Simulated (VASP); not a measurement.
NaF: single point with r2SCAN

The system is NaF.

```
CELL_PARAMETERS angstrom
0.00000 3.17454 5.74238
1.65019 0.00000 5.74238
1.65019 3.17454 0.00000
ATOMIC_POSITIONS crystal
Na 0.18351 0.18351 0.81649
Na 0.43350 0.43350 0.06649
F 0.81649 0.81649 0.18351
F 0.06649 0.06649 0.43350
```

| Item | Value |
| --- | --- |
| Program | VASP 6.6.1 |
| Task | single point |
| Functional | r2SCAN |
| Potentials or basis | VASP PAW PBE potentials, release 64 (Na_pv, F) |
| Cutoff | 520 eV |
| k mesh | 8 × 8 × 8 |
| Occupations | gaussian, width 0.02 eV |
| Spin | no spin polarisation |
| Dipole correction | no |
| Further INCAR settings | ALGO = Normal; EDIFF = 1e-07; NBANDS = 22 |

```json
{"Pressure": "-2.7 GPa", "Largest force": "0.009 eV/Å", "Band gap on the k mesh": "6.13 eV, direct"}
```

Forces on the atoms (eV/Å):
```
Na   0.000  0.000  0.009
Na   0.000  0.000  0.009
F    0.000  0.000 -0.009
F    0.000  0.000 -0.009
```

Stress tensor (GPa, compression positive):
```
-2.71  0.00  0.00
 0.00 -2.46  0.00
 0.00  0.00 -2.88
```

Levels at points of the mesh, in eV from the valence-band top:
| k point | band 10 | band 11 | band 12 | band 13 | band 14 | band 15 | band 16 | band 17 | band 18 | band 19 |
| --- | --- | --- | --- | --- | --- | --- | --- | --- | --- | --- |
| (0.00, 0.00, 0.00) | -0.25 | -0.25 | -0.18 | -0.09 | 0.00 | 6.13 | 10.35 | 11.38 | 18.02 | 18.28 |
| (0.50, 0.00, 0.00) | -0.97 | -0.63 | -0.42 | -0.36 | -0.20 | 10.57 | 11.42 | 12.36 | 13.15 | 14.12 |
| (0.50, 0.50, 0.00) | -0.80 | -0.25 | -0.25 | -0.05 | -0.05 | 7.70 | 7.70 | 14.47 | 14.47 | 18.66 |
| (0.50, 0.00, 0.50) | -0.97 | -0.59 | -0.59 | -0.19 | -0.19 | 10.25 | 10.25 | 13.73 | 13.73 | 14.39 |
| (0.00, 0.50, 0.50) | -1.17 | -0.37 | -0.37 | -0.19 | -0.19 | 10.64 | 10.65 | 12.15 | 12.15 | 15.57 |

It took 11 min on 1 thread of Intel(R) Xeon(R) Platinum 8488C (Sapphire Rapids), on a shared host, peak memory 0.31 GiB.

Caveat: the PAW data sets were made with another functional, which shifts forces and pressure a little. r2SCAN opens gaps a little over a GGA but as a rule still falls short of measured ones.
